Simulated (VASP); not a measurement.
# LaH3 (I4/mmm) in VASP: notebook, part 2 of 2

VASP 6.6.1. Earlier steps stand in the parts before.

### Step 3. Single point, r2SCAN+D3(BJ) (volume scaled by 0.98)

File POSCAR:

```
LaH3
1.0
   -1.9392484670      1.9392484670      2.7870628624
    1.9392484670     -1.9392484670      2.7870628624
    1.9392484670      1.9392484670     -2.7870628624
H La
3 1
Direct
    0.7500000000      0.2500000000      0.5000000000
    0.2500000000      0.7500000000      0.5000000000
    0.5000000000      0.5000000000      0.0000000000
    0.0000000000      0.0000000000      0.0000000000
```

File INCAR.step1:

```
PREC = Accurate
ENCUT = 520
ISMEAR = 0
SIGMA = 0.05
LREAL = False
LASPH = True
NELM = 60
NBANDS = 15
GGA = PE
ALGO = Normal
EDIFF = 1E-4
LWAVE = True
LCHARG = False
```

File INCAR.step2:

```
PREC = Accurate
ENCUT = 520
EDIFF = 1E-6
ISMEAR = 0
SIGMA = 0.05
LREAL = False
LASPH = True
NELM = 60
ALGO = Normal
ISIF = 2
LWAVE = False
LCHARG = False
METAGGA = R2SCAN
LMIXTAU = True
IVDW = 12
VDW_S6 = 1.0
VDW_S8 = 0.78981345
VDW_A1 = 0.49484001
VDW_A2 = 5.73083694
NBANDS = 15
ISTART = 1
```

File KPOINTS:

```
Automatic mesh
0
Gamma
  8 8 8
```

Potentials or basis: VASP PAW PBE potentials, release 64 (H, La).

Command:

```sh
$ cat potpaw_PBE.64/H/POTCAR potpaw_PBE.64/La/POTCAR > POTCAR
$ cp INCAR.step1 INCAR
$ mpirun -np 1 vasp_std > vasp.out
$ cp INCAR.step2 INCAR
$ mpirun -np 1 vasp_std > vasp.out
```

OUTCAR:

```text
PREC = Accurate
   ENCUT = 520
   EDIFF = 1E-6
   ISMEAR = 0
   LREAL = False
   LASPH = True
   NELM = 60
   ISIF = 2
   METAGGA = R2SCAN
   IVDW = 12
   ISTART = 1
 IVDW          = 12

 ion  position               nearest neighbor table
   1  0.750  0.250  0.500-
   2  0.250  0.750  0.500-
   3  0.500  0.500  0.000-
   4  0.000  0.000  0.000-

  LATTYP: Found a body centered tetragonal cell.
 ALAT       =     3.8784969340
 C/A-ratio  =     1.4371870907
[... 628 lines left out ...]

 Edisp (eV)   -0.34341

 E8    (eV) :    -0.1267

  FORCE on cell =-STRESS in cart. coord.  units (eV):
  Direction    XX          YY          ZZ          XY          YZ          ZX
  --------------------------------------------------------------------------------------
  -------------------------------------------------------------------------------------
  Total       0.26665     0.26665     0.23262     0.00000    -0.00000     0.00000
  in kB      10.19012    10.19012     8.88947     0.00000    -0.00000     0.00000
  external pressure =        9.76 kB  Pullay stress =        0.00 kB

 VOLUME and BASIS-vectors are now :
 -----------------------------------------------------------------------------
  energy-cutoff  :      520.00
  volume of cell :       41.93
      direct lattice vectors                 reciprocal lattice vectors
    -1.939248467  1.939248467  2.787062862     0.000000000  0.257831840  0.179400331
     1.939248467 -1.939248467  2.787062862     0.257831840  0.000000000  0.179400331
     1.939248467  1.939248467 -2.787062862     0.257831840  0.257831840  0.000000000

 POSITION                                       TOTAL-FORCE (eV/Angst)
 -----------------------------------------------------------------------------------
      0.00000      1.93925      1.39353         0.000000      0.000000      0.000000
      1.93925      0.00000      1.39353        -0.000000     -0.000000      0.000000
      0.00000      0.00000      2.78706        -0.000000      0.000000     -0.000000
      0.00000      0.00000      0.00000        -0.000000      0.000000     -0.000000
 -----------------------------------------------------------------------------------
    total drift:                               -0.000000     -0.000000      0.000000

  FREE ENERGIE OF THE ION-ELECTRON SYSTEM (eV)
  ---------------------------------------------------
  free  energy   TOTEN  =       -43.1822831540 eV

  energy  without entropy=      -43.1821195223  energy(sigma->0) =      -43.18220134
```

OUTCAR.step1:

```text
PREC = Accurate
   ENCUT = 520
   ISMEAR = 0
   LREAL = False
   LASPH = True
[... 661 lines left out ...]
      0.00000      1.93925      1.39353         0.000000     -0.000000     -0.000000
      1.93925      0.00000      1.39353        -0.000000      0.000000      0.000000
      0.00000      0.00000      2.78706        -0.000000     -0.000000      0.000000
      0.00000      0.00000      0.00000        -0.000000     -0.000000      0.000000
 -----------------------------------------------------------------------------------
    total drift:                                0.000000      0.000000      0.000000

  FREE ENERGIE OF THE ION-ELECTRON SYSTEM (eV)
  ---------------------------------------------------
  free  energy   TOTEN  =       -17.3293655401 eV

  energy  without entropy=      -17.3291898028  energy(sigma->0) =      -17.32927767
```

It took 1.7 min on 1 thread of Intel Xeon 6975P-C (Granite Rapids), shared host; peak memory 0.21 GiB.

Results:

```yaml
Free_energy: -43.1823 eV
Pressure: 1.0 GPa
Band_gap_on_the_k_mesh: 0.04 eV, indirect (least direct gap 0.19 eV)
Dispersion_energy_per_atom: -0.086 eV
```

Stress tensor (GPa, compression positive):
```
1.02 0.00 0.00
0.00 1.02 0.00
0.00 0.00 0.89
```

Caveat: three body term missing; the PAW data sets were made with another functional, which shifts forces and pressure a little; spin-orbit coupling is left out, which moves the levels of the heavy elements. A k mesh can miss the band edges.

### Step 4. Single point, r2SCAN+D3(BJ) (volume scaled by 0.98)

POSCAR is that of step 3.

File INCAR.step1:

```
SYSTEM = LaH3
PREC = Accurate ; ENCUT = 520
ISMEAR = 0 ; SIGMA = 0.05
LREAL = .FALSE. ; LASPH = .TRUE.
NELM = 100 ; NBANDS = 15
GGA = PE ; ALGO = Normal
EDIFF = 1E-4 ; LWAVE = .TRUE.
LCHARG = .FALSE.
```

File INCAR.step2:

```
SYSTEM = LaH3
PREC = Accurate ; ENCUT = 520
EDIFF = 1E-7 ; ISMEAR = 0
SIGMA = 0.05 ; LREAL = .FALSE.
LASPH = .TRUE. ; NELM = 100
ALGO = Normal ; ISIF = 2
LWAVE = .FALSE. ; LCHARG = .FALSE.
METAGGA = R2SCAN ; LMIXTAU = .TRUE.
IVDW = 12 ; VDW_S6 = 1.0
VDW_S8 = 0.78981345 ; VDW_A1 = 0.49484001
VDW_A2 = 5.73083694 ; NBANDS = 15
ISTART = 1
```

File KPOINTS:

```
regular mesh
0
G
  8 8 8
  0 0 0
```

Command:

```sh
$ cat potpaw_PBE.64/H/POTCAR potpaw_PBE.64/La/POTCAR > POTCAR
$ cp INCAR.step1 INCAR
$ mpirun -np 1 vasp_std > vasp.out
$ cp INCAR.step2 INCAR
$ mpirun -np 1 vasp_std > vasp.out
```

It took 1.7 min on 1 thread of Intel Xeon 6975P-C (Granite Rapids), shared host; peak memory 0.21 GiB.

It converged, with:

```
Free energy                : -43.1823 eV
Pressure                   : 1.0 GPa
Band gap on the k mesh     : 0.04 eV, indirect (least direct gap 0.19 eV)
Dispersion energy per atom : -0.086 eV
```

Stress tensor (GPa, compression positive):
```
1.02 0.00 0.00
0.00 1.02 0.00
0.00 0.00 0.89
```

Levels at points of the mesh, in eV from the valence-band top:
```csv
k point,band 3,band 4,band 5,band 6,band 7,band 8,band 9,band 10,band 11,band 12
"(0.00, 0.00, 0.00)",-17.58,-17.58,-8.71,-3.67,0.00,0.19,0.30,0.30,1.33,1.36
"(0.50, 0.00, 0.00)",-17.73,-17.70,-6.72,-4.59,-2.70,0.04,0.19,1.48,1.48,1.88
"(0.50, 0.50, 0.00)",-17.98,-17.95,-6.39,-6.04,-3.59,1.45,1.48,1.60,1.81,1.82
"(0.50, 0.50, 0.50)",-17.94,-17.94,-6.29,-6.03,-3.67,1.47,1.47,1.62,1.79,1.80
```

Caveat: three body term missing; the PAW data sets were made with another functional, which shifts forces and pressure a little; spin-orbit coupling is left out, which moves the levels of the heavy elements. A k mesh can miss the band edges.
